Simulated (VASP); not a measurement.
# CaAl15N16 (a cell with a defect) in VASP: a series of runs, part 3 of 3

VASP 6.6.1. Earlier steps stand in the parts before.

**4. Single point, LDA**

Input file INCAR:

```
SYSTEM = CaAl15N16
ALGO = Normal ; EDIFF = 1E-6
ENCUT = 520 ; GGA = CA
GGA_COMPAT = .False. ; ISIF = 2
ISMEAR = -1 ; LASPH = .True.
LCHARG = .True. ; LELF = .True.
LREAL = Auto ; LVHAR = .True.
LWAVE = .False. ; NBANDS = 90
NELECT = 134.0 ; NELM = 120
PREC = Accurate ; SIGMA = 0.01
```

Input file KPOINTS:

```
Automatic mesh
0
Gamma
  1 1 1
  0.25 0.25 0.25
```

Input file POSCAR:

```
CaAl15N16
1.0
    6.2595139128      0.0000000578      0.0000000000
   -3.1297570064      5.4208980350      0.0000000000
    0.0000000000      0.0000000000     10.0348065929
Al Ca N
15 1 16
Direct
    0.3524531039      0.1640602041      0.2353049003
    0.3398658104      0.1775904083      0.7574968088
    0.1659003119      0.3322845265      1.0024410290
    0.3272808360      0.6572376294      0.2506891952
    0.1855874491      0.8195981579      0.5048075513
    0.3323613853      0.6653789744      0.7552267064
    0.1702006646      0.8360828539      1.0008984740
    0.8118204445      0.1601765133      0.2360669520
    0.7049227418      0.3950172447      0.5174498660
    0.8391004988      0.1748328334      0.7575797253
    0.6744674437      0.3470449118      0.9959272695
    0.8407879978      0.6789140690      0.2478323053
    0.6275637593      0.8139994716      0.5044894913
    0.8448933540      0.6884846413      0.7549642978
    0.6639361003      0.8335660122      1.0013939651
    0.1273691055      0.2460904341      0.4845055365
    0.4366716843      0.1423900456      0.4254802264
    0.1590613367      0.3145636704      0.2016871538
    0.3371473566      0.1721142323      0.9459120754
    0.1690834456      0.3338991065      0.7022959674
    0.3142358162      0.6416768423      0.4364839142
    0.1709340210      0.8297301314      0.1889688890
    0.3310445097      0.6672992295      0.9446299898
    0.1785723478      0.8452017726      0.6912824653
    0.6986097561      0.1314761896      0.4248293083
    0.6802019650      0.3518860522      0.1823726173
    0.8307899781      0.1693595637      0.9463748195
    0.6803061504      0.3516798625      0.6985774601
    0.8567583953      0.7149518438      0.4416582188
    0.6601327343      0.8256164675      0.1902021018
    0.8391647144      0.6809294697      0.9406978490
    0.6686267392      0.8416649393      0.6910382922
```

Potentials or basis: VASP PAW LDA potentials, release 64 (Al, Ca_sv, N).

The run is started by

```
$ cat potpaw_LDA.64/Al/POTCAR potpaw_LDA.64/Ca_sv/POTCAR potpaw_LDA.64/N/POTCAR > POTCAR
$ mpirun -np 1 vasp_std > vasp.out
```

OUTCAR:

```text
SYSTEM = CaAl15N16
   EDIFF = 1E-6
   ENCUT = 520
   GGA = CA
   ISIF = 2
   ISMEAR = -1
   LASPH = .True.
   LREAL = Auto
   NELECT = 134.0
   NELM = 120
   PREC = Accurate

 ion  position               nearest neighbor table
   1  0.352  0.164  0.235-  26 1.86  22 1.87  18 1.90  17 2.00   8 2.89   7 2.95  11 2.97   3 3.03
                            16 3.04   4 3.10  12 3.13  12 3.15   4 3.17   5 3.29
   2  0.340  0.178  0.757-  20 1.86  19 1.89  24 1.92  28 1.94  11 3.00   3 3.04   7 3.06   6 3.08
                            14 3.08   9 3.13  10 3.13  10 3.13  16 3.17  14 3.18   6 3.18   5 3.20
   3  0.166  0.332  0.002-  19 1.88  27 1.90  23 1.91  18 2.00   1 3.03  10 3.03   8 3.03   2 3.04
                             4 3.05   6 3.07   7 3.12  11 3.12  15 3.13  15 3.13  11 3.14   7 3.14
   4  0.327  0.657  0.251-  21 1.87  22 1.89  30 1.90  18 1.92  13 3.02   5 3.04   3 3.05   8 3.10
                            15 3.10   7 3.10   1 3.10  12 3.12  12 3.15   1 3.17   8 3.17  16 3.24
   5  0.186  0.820  0.505-  21 1.80  24 1.88  29 1.93  17 2.00  13 2.78   9 2.85  16 2.88   6 3.00
                             4 3.04  14 3.13  12 3.19   2 3.20   1 3.29
   6  0.332  0.665  0.755-  20 1.87  23 1.90  24 1.92  32 1.93  13 2.98   5 3.00  15 3.06   7 3.06
                             3 3.07   2 3.08  10 3.08  14 3.13  14 3.14  10 3.18   2 3.18
   7  0.170  0.836  0.001-  23 1.87  22 1.89  31 1.89  19 1.90   1 2.95  14 3.03  12 3.05   6 3.06
                             2 3.06  11 3.08  15 3.10   4 3.10   3 3.12   3 3.14  15 3.16  11 3.18
   8  0.812  0.160  0.236-  26 1.84  30 1.87  18 1.92  25 2.00   1 2.89  15 2.95  11 2.99   3 3.03
                            16 3.06   4 3.10  12 3.11  12 3.16   4 3.17  13 3.28
   9  0.705  0.395  0.517-  28 1.83  17 1.88  25 1.88  29 1.89   5 2.85  14 2.87  13 2.90  10 3.09
                            12 3.11   2 3.13  16 3.23  16 3.27
  10  0.839  0.175  0.758-  20 1.87  27 1.90  28 1.91  32 1.93  11 3.01   3 3.03  14 3.06  15 3.07
                             6 3.08   9 3.09   2 3.13   2 3.13   6 3.18  16 3.19  14 3.20  13 3.21
  11  0.674  0.347  0.996-  26 1.87  27 1.88  31 1.89  19 1.90   1 2.97   8 2.99   2 3.00  10 3.01
                            14 3.05  15 3.08   7 3.08  12 3.10   3 3.12   3 3.14   7 3.18  15 3.18
  12  0.841  0.679  0.248-  30 1.87  22 1.89  26 1.89  29 1.95   7 3.05  15 3.06  11 3.10   8 3.11
                             9 3.11   4 3.12   1 3.13   1 3.15   4 3.15   8 3.16   5 3.19  13 3.20
  13  0.628  0.814  0.504-  21 1.83  32 1.89  29 1.93  25 1.98   5 2.78   9 2.90  16 2.95   6 2.98
                             4 3.02  14 3.14  12 3.20  10 3.21   8 3.28
  14  0.845  0.688  0.755-  31 1.86  32 1.90  28 1.91  24 1.92   9 2.87   7 3.03  15 3.04  11 3.05
                            10 3.06   2 3.08   5 3.13   6 3.13   6 3.14  13 3.14   2 3.18  10 3.20
  15  0.664  0.834  0.001-  31 1.88  23 1.89  30 1.90  27 1.90   8 2.95  14 3.04   6 3.06  12 3.06
[... 240 lines left out ...]
  ---------------------------------------------------
  free energy    TOTEN  =      -265.39746530 eV

  energy without entropy =     -265.39746530  energy(sigma->0) =     -265.39746530

 E-fermi :   6.0256     XC(G=0): -11.2125

 val. band max:        5.7539548441   @ k =   0.2500   0.2500   0.2500
 cond. band min:       8.7135810965   @ k =   0.5000  -0.2500   0.2500
 fundamental gap:      2.9596262524
 Fermi energy:         6.0256002058

 k-point     1 :       0.2500    0.2500    0.2500
  band No.  band energies     occupation
      1     -32.1556      2.00000
      2     -13.8053      2.00000
      3     -13.6913      2.00000
      4     -13.6364      2.00000
      5     -10.5058      2.00000
      6      -8.4967      2.00000
[... 481 lines left out ...]
     78      12.1796      0.00000
     79      12.2877      0.00000
 [bands above 79 left out]

------------------------ aborting loop because EDIFF is reached ----------------------------------------

  FORCE on cell =-STRESS in cart. coord.  units (eV):
  Direction    XX          YY          ZZ          XY          YZ          ZX
  --------------------------------------------------------------------------------------
  -------------------------------------------------------------------------------------
  Total      -25.7215012    -19.3424958     -9.1034333     -2.0246932      3.7867598      0.1026404
  in kB     -121.0280507    -91.0127499    -42.8346223     -9.5268416     17.8179399      0.4829568
  external PRESSURE =     -84.9584743 kB  Pullay stress =       0.0000000 kB

 VOLUME and BASIS-vectors are now :
 -----------------------------------------------------------------------------
  energy-cutoff  :      520.00
  volume of cell :      340.50
      direct lattice vectors                 reciprocal lattice vectors
     6.259513913  0.000000058  0.000000000     0.159756813  0.092235641  0.000000000
    -3.129757006  5.420898035  0.000000000    -0.000000002  0.184471279  0.000000000
     0.000000000  0.000000000 10.034806593     0.000000000  0.000000000  0.099653141

 POSITION                                       TOTAL-FORCE (eV/Angst)
 -----------------------------------------------------------------------------------
      1.69272      0.88935      2.36124         0.165401     -0.073331      0.072292
      1.57158      0.96270      7.60133         0.131814     -0.073985     -0.017679
     -0.00151      1.80128      0.02450        -0.131969      0.039087      0.017619
     -0.00838      3.56282      2.51562         0.119145     -0.064635      0.048682
     -1.40346      4.44296      5.06565         0.046830      0.190328      0.005889
     -0.00205      3.60695      7.57855         0.096024     -0.050334     -0.011552
[... 24 lines left out ...]
      3.12162      3.69125      9.43972         0.137925     -0.130895     -0.028091
      1.55107      4.56258      6.93444        -0.141726      0.114124     -0.031905
 -----------------------------------------------------------------------------------
    total drift:                                0.002124     -0.010104      0.011191

  FREE ENERGIE OF THE ION-ELECTRON SYSTEM (eV)
  ---------------------------------------------------
  free  energy   TOTEN  =      -265.3974653019 eV

  energy  without entropy=     -265.3974653019  energy(sigma->0) =     -265.39746530
```

OSZICAR:

```text
N       E                     dE             d eps       ncg     rms          rms(c)
DAV:   1     0.640073316072E+03    0.64007E+03   -0.62875E+04  1080   0.136E+03
DAV:   2    -0.236765521571E+03   -0.87684E+03   -0.84728E+03  1380   0.289E+02
DAV:   3    -0.300418836260E+03   -0.63653E+02   -0.63227E+02  1408   0.810E+01
DAV:   4    -0.301788537773E+03   -0.13697E+01   -0.13654E+01  1592   0.113E+01
DAV:   5    -0.301836915959E+03   -0.48378E-01   -0.48369E-01  1504   0.150E+00    0.333E+01
DAV:   6    -0.266256996437E+03    0.35580E+02   -0.15356E+02  1208   0.339E+01    0.125E+01
DAV:   7    -0.265893267294E+03    0.36373E+00   -0.60526E+00  1368   0.750E+00    0.772E+00
DAV:   8    -0.265467826501E+03    0.42544E+00   -0.10368E+00  1272   0.369E+00    0.192E+00
DAV:   9    -0.265396052692E+03    0.71774E-01   -0.17949E-01  1528   0.164E+00    0.658E-01
DAV:  10    -0.265397868326E+03   -0.18156E-02   -0.58905E-02  1304   0.759E-01    0.413E-01
DAV:  11    -0.265397571836E+03    0.29649E-03   -0.60109E-03  1472   0.311E-01    0.204E-01
DAV:  12    -0.265397458945E+03    0.11289E-03   -0.11893E-03  1392   0.145E-01    0.304E-02
DAV:  13    -0.265397466211E+03   -0.72660E-05   -0.25553E-04  1336   0.558E-02    0.226E-02
DAV:  14    -0.265397465624E+03    0.58729E-06   -0.27338E-05  1296   0.176E-02    0.151E-02
DAV:  15    -0.265397465302E+03    0.32218E-06   -0.53630E-06  1288   0.816E-03
   1 F= -.26539747E+03 E0= -.26539747E+03  d E =-.261470E-12
```

Run time: 10 min. Hardware: 1 thread of Intel Xeon 8259CL, shared host; peak memory 0.41 GiB.

Results:

| Property | Result |
| --- | --- |
| Free energy | -265.3975 eV |
| Largest force | 0.631 eV/Å |

Forces in eV/Å, atoms in the order of the input:
```
Al   0.165 -0.073  0.072
Al   0.132 -0.074 -0.018
Al  -0.132  0.039  0.018
Al   0.119 -0.065  0.049
Al   0.047  0.190  0.006
Al   0.096 -0.050 -0.012
Al  -0.126  0.065  0.019
Al   0.084 -0.097  0.060
Al  -0.157 -0.028 -0.041
Al   0.094 -0.071  0.008
Al  -0.108  0.066  0.025
Al   0.107 -0.064 -0.016
Al  -0.102  0.031 -0.026
Al   0.117 -0.088  0.029
Al  -0.097  0.076  0.046
Ca  -0.132  0.341  0.216
N    0.423 -0.442 -0.155
N   -0.146  0.125 -0.051
N    0.191 -0.111  0.024
N   -0.140  0.132  0.036
N    0.362  0.012  0.004
N   -0.139  0.097  0.039
N    0.214 -0.077 -0.042
N   -0.155  0.011  0.008
N   -0.336  0.116 -0.109
N   -0.245  0.002  0.036
N    0.195 -0.079 -0.072
N   -0.182  0.090  0.011
N    0.025 -0.223  0.027
N   -0.170  0.167 -0.131
N    0.138 -0.131 -0.028
N   -0.142  0.114 -0.032
```

Caveat: the k points lie up to 0.58 Å⁻¹ apart; the cell carries a net charge on a neutralising background, which shifts energy and pressure; the cell is charged against a uniform background, so pressure and absolute levels hang on convention.

**5. Single point, PBE**

Input file INCAR:

```
  PREC = Accurate
  ENCUT = 520
  EDIFF = 1E-6
  ISMEAR = -1
  SIGMA = 0.01
  LREAL = Auto
  LASPH = True
  NELM = 120
  ALGO = Normal
  ISIF = 2
  LWAVE = False
  LCHARG = False
  GGA = PE
  NBANDS = 90
  NELECT = 134.0
  GGA_COMPAT = False
```

KPOINTS is that of step 4.

POSCAR is that of step 4.

Potentials or basis: VASP PAW PBE potentials, release 64 (Al, Ca_sv, N).

The run is started by

```
$ cat potpaw_PBE.64/Al/POTCAR potpaw_PBE.64/Ca_sv/POTCAR potpaw_PBE.64/N/POTCAR > POTCAR
$ mpirun -np 1 vasp_std > vasp.out
```

OUTCAR:

```text
PREC = Accurate
   ENCUT = 520
   EDIFF = 1E-6
   ISMEAR = -1
   LREAL = Auto
   LASPH = True
   NELM = 120
   ISIF = 2
   GGA = PE
   NELECT = 134.0

 ion  position               nearest neighbor table
   1  0.352  0.164  0.235-  26 1.86  22 1.87  18 1.90  17 2.00   8 2.89   7 2.95  11 2.97   3 3.03
                            16 3.04   4 3.10  12 3.13  12 3.15   4 3.17   5 3.29
   2  0.340  0.178  0.757-  20 1.86  19 1.89  24 1.92  28 1.94  11 3.00   3 3.04   7 3.06   6 3.08
                            14 3.08   9 3.13  10 3.13  10 3.13  16 3.17  14 3.18   6 3.18   5 3.20
   3  0.166  0.332  0.002-  19 1.88  27 1.90  23 1.91  18 2.00   1 3.03  10 3.03   8 3.03   2 3.04
                             4 3.05   6 3.07   7 3.12  11 3.12  15 3.13  15 3.13  11 3.14   7 3.14
   4  0.327  0.657  0.251-  21 1.87  22 1.89  30 1.90  18 1.92  13 3.02   5 3.04   3 3.05   8 3.10
                            15 3.10   7 3.10   1 3.10  12 3.12  12 3.15   1 3.17   8 3.17  16 3.24
   5  0.186  0.820  0.505-  21 1.80  24 1.88  29 1.93  17 2.00  13 2.78   9 2.85  16 2.88   6 3.00
                             4 3.04  14 3.13  12 3.19   2 3.20   1 3.29
   6  0.332  0.665  0.755-  20 1.87  23 1.90  24 1.92  32 1.93  13 2.98   5 3.00  15 3.06   7 3.06
                             3 3.07   2 3.08  10 3.08  14 3.13  14 3.14  10 3.18   2 3.18
   7  0.170  0.836  0.001-  23 1.87  22 1.89  31 1.89  19 1.90   1 2.95  14 3.03  12 3.05   6 3.06
                             2 3.06  11 3.08  15 3.10   4 3.10   3 3.12   3 3.14  15 3.16  11 3.18
   8  0.812  0.160  0.236-  26 1.84  30 1.87  18 1.92  25 2.00   1 2.89  15 2.95  11 2.99   3 3.03
                            16 3.06   4 3.10  12 3.11  12 3.16   4 3.17  13 3.28
   9  0.705  0.395  0.517-  28 1.83  17 1.88  25 1.88  29 1.89   5 2.85  14 2.87  13 2.90  10 3.09
                            12 3.11   2 3.13  16 3.23  16 3.27
  10  0.839  0.175  0.758-  20 1.87  27 1.90  28 1.91  32 1.93  11 3.01   3 3.03  14 3.06  15 3.07
                             6 3.08   9 3.09   2 3.13   2 3.13   6 3.18  16 3.19  14 3.20  13 3.21
  11  0.674  0.347  0.996-  26 1.87  27 1.88  31 1.89  19 1.90   1 2.97   8 2.99   2 3.00  10 3.01
                            14 3.05  15 3.08   7 3.08  12 3.10   3 3.12   3 3.14   7 3.18  15 3.18
  12  0.841  0.679  0.248-  30 1.87  22 1.89  26 1.89  29 1.95   7 3.05  15 3.06  11 3.10   8 3.11
                             9 3.11   4 3.12   1 3.13   1 3.15   4 3.15   8 3.16   5 3.19  13 3.20
  13  0.628  0.814  0.504-  21 1.83  32 1.89  29 1.93  25 1.98   5 2.78   9 2.90  16 2.95   6 2.98
                             4 3.02  14 3.14  12 3.20  10 3.21   8 3.28
[... 236 lines left out ...]
   NGX = 23   NGY = 23   NGZ = 37

 number of electron     134.0000001 magnetization

 Free energy of the ion-electron system (eV)
  ---------------------------------------------------
  ext. energy  EPLUGINS =         0.00000000
  ---------------------------------------------------
  free energy    TOTEN  =      -241.08692027 eV

  energy without entropy =     -241.08692027  energy(sigma->0) =     -241.08692027

 E-fermi :   6.2824     XC(G=0): -10.8710

 val. band max:        6.0269837607   @ k =   0.2500   0.2500   0.2500
 cond. band min:       9.0683260998   @ k =   0.5000  -0.2500   0.2500
 fundamental gap:      3.0413423392
 Fermi energy:         6.2823815205

 k-point     1 :       0.2500    0.2500    0.2500
  band No.  band energies     occupation
      1     -32.4063      2.00000
      2     -13.7460      2.00000
      3     -13.6303      2.00000
      4     -13.5763      2.00000
      5     -10.4049      2.00000
      6      -8.4182      2.00000
[... 481 lines left out ...]
     78      12.5400      0.00000
     79      12.6565      0.00000
 [bands above 79 left out]

------------------------ aborting loop because EDIFF is reached ----------------------------------------

  FORCE on cell =-STRESS in cart. coord.  units (eV):
  Direction    XX          YY          ZZ          XY          YZ          ZX
  --------------------------------------------------------------------------------------
  -------------------------------------------------------------------------------------
  Total       -9.0687062     -3.1372570      6.9004295     -2.1561066      3.8200250      0.0944459
  in kB      -42.6712199    -14.7618173     32.4687710    -10.1451846     17.9744633      0.4443989
  external PRESSURE =      -8.3214220 kB  Pullay stress =       0.0000000 kB

 VOLUME and BASIS-vectors are now :
 -----------------------------------------------------------------------------
  energy-cutoff  :      520.00
  volume of cell :      340.50
      direct lattice vectors                 reciprocal lattice vectors
     6.259513913  0.000000058  0.000000000     0.159756813  0.092235641  0.000000000
    -3.129757006  5.420898035  0.000000000    -0.000000002  0.184471279  0.000000000
     0.000000000  0.000000000 10.034806593     0.000000000  0.000000000  0.099653141

 POSITION                                       TOTAL-FORCE (eV/Angst)
 -----------------------------------------------------------------------------------
      1.69272      0.88935      2.36124         0.164303     -0.071337      0.045298
      1.57158      0.96270      7.60133         0.142428     -0.066932     -0.018999
     -0.00151      1.80128      0.02450        -0.135815      0.044300      0.017795
     -0.00838      3.56282      2.51562         0.121137     -0.060346      0.020560
     -1.40346      4.44296      5.06565         0.051129      0.179026      0.016456
     -0.00205      3.60695      7.57855         0.097768     -0.052884     -0.023000
[... 24 lines left out ...]
      3.12162      3.69125      9.43972         0.140281     -0.124239     -0.012979
      1.55107      4.56258      6.93444        -0.144519      0.137873     -0.030856
 -----------------------------------------------------------------------------------
    total drift:                               -0.008911      0.005617     -0.014424

  FREE ENERGIE OF THE ION-ELECTRON SYSTEM (eV)
  ---------------------------------------------------
  free  energy   TOTEN  =      -241.0869202670 eV

  energy  without entropy=     -241.0869202670  energy(sigma->0) =     -241.08692027
```

Run time: 11 min. Hardware: 1 thread of Intel Xeon 8259CL, shared host; peak memory 0.49 GiB.

What came out:

| Item | Value |
| --- | --- |
| Free energy | -241.0869 eV |
| Largest force | 0.462 eV/Å |

Forces in eV/Å, atoms in the order of the input:
```
Al   0.164 -0.071  0.045
Al   0.142 -0.067 -0.019
Al  -0.136  0.044  0.018
Al   0.121 -0.060  0.021
Al   0.051  0.179  0.016
Al   0.098 -0.053 -0.023
Al  -0.129  0.068  0.002
Al   0.098 -0.097  0.033
Al  -0.148  0.019 -0.034
Al   0.094 -0.069  0.011
Al  -0.115  0.070 -0.014
Al   0.113 -0.072 -0.012
Al  -0.109  0.006 -0.020
Al   0.120 -0.073  0.016
Al  -0.100  0.079  0.032
Ca  -0.152  0.250  0.192
N    0.130 -0.418 -0.145
N   -0.149  0.107 -0.022
N    0.199 -0.119  0.046
N   -0.143  0.158  0.041
N    0.360 -0.070  0.007
N   -0.148  0.079  0.059
N    0.216 -0.083 -0.026
N   -0.156  0.035  0.014
N   -0.029  0.124 -0.099
N   -0.245  0.066  0.035
N    0.193 -0.090 -0.052
N   -0.187  0.063  0.041
N    0.017 -0.161 -0.007
N   -0.166  0.144 -0.112
N    0.140 -0.124 -0.013
N   -0.145  0.138 -0.031
```

Levels at points of the mesh, in eV from the Fermi level:
| k point | band 65 | band 66 | band 67 | band 68 | band 69 | band 70 |
| --- | --- | --- | --- | --- | --- | --- |
| (0.25, 0.25, 0.25) | -0.78 | -0.72 | -0.26 | 2.96 | 4.19 | 4.56 |

Caveat: the k points lie up to 0.58 Å⁻¹ apart; the cell carries a net charge on a neutralising background, which shifts energy and pressure; the cell is charged against a uniform background, so pressure and absolute levels hang on convention.
